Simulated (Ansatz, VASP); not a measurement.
# SiC in VASP and in Ansatz

Contents of POSCAR:

```
SiC
1.0
    0.0000000000      2.1780503294      2.1780503294
    2.1780503294      0.0000000000      2.1780503294
    2.1780503294      2.1780503294      0.0000000000
Si C
1 1
Direct
    0.0000000000      0.0000000000      0.0000000000
    0.2500000000      0.2500000000      0.2500000000
```

File INCAR.step1:

```
  ALGO = Normal
  EDIFF = 1E-5
  ENCUT = 520
  GGA = PE
  ISIF = 2
  ISMEAR = 0
  LASPH = True
  LREAL = False
  LWAVE = True
  NBANDS = 11
  NELM = 80
  PREC = Accurate
  SIGMA = 0.01
```

Contents of INCAR.step2:

```
  AEXX = 0.25
  ALGO = Normal
  EDIFF = 1E-6
  ENCUT = 520
  ISIF = 2
  ISMEAR = 0
  ISTART = 1
  LASPH = True
  LCHARG = True
  LELF = True
  LHFCALC = True
  LMIXTAU = True
  LREAL = False
  LVHAR = True
  LWAVE = False
  METAGGA = R2SCAN
  NBANDS = 11
  NELM = 80
  PREC = Accurate
  PRECFOCK = Normal
  SIGMA = 0.01
```

KPOINTS

```
k-points
0
Gamma
  8 8 8
```

Input for Ansatz:

```yaml
crystal:
  lattice:
    - [0.0, 2.1780503294, 2.1780503294]
    - [2.1780503294, 0.0, 2.1780503294]
    - [2.1780503294, 2.1780503294, 0.0]
  atoms:
    - { symbol: Si, position: [0.0, 0.0, 0.0] }
    - { symbol: C, position: [0.25, 0.25, 0.25] }
kpoints:
  mp_grid: { grid: [8, 8, 8] }
  band_path:
    path:
      - [0.0, 0.0, 0.0]
      - [-0.5, -0.5, 0.0]
      - [-0.375, -0.375, 0.25]
      - [-0.375, 0.0, 0.375]
      - [0.0, 0.0, 0.5]
      - [-0.5, -0.25, 0.25]
    npoints: 1
hamiltonian:
  xc: r2scan0
scf:
  occupations: { method: fixed }
  n_extra_bands: 4
output:
  forces: true
  stress: true
  eigenvalues: true
```

Alike in both runs: task single point; functional r2SCAN0; k mesh 8 × 8 × 8; no spin polarisation.

|  | VASP | Ansatz |
| --- | --- | --- |
| version | VASP 6.6.1 | Ansatz 0.2.0 |
| potentials or method | VASP PAW PBE potentials, release 64 (Si, C) | plane waves, PAW |
| plane-wave cutoff (eV) | 520 | 500 |
| occupations | gaussian, width 0.01 eV | fixed |
| valence electrons in the cell | 8 | 8 |

Ansatz gave:

```
gap on the k mesh at the Fermi level (eV) : 3.17
pressure (GPa)                            : -3.1
```

Task: What did VASP give for the same quantities?

Result: gap on the k mesh at the Fermi level (eV): 3.19; pressure (GPa): -3.6.

VASP's potentials were made for PBE, not for r2SCAN0. Ansatz's warnings: stress exchange threshold loose, stress scf threshold loose.
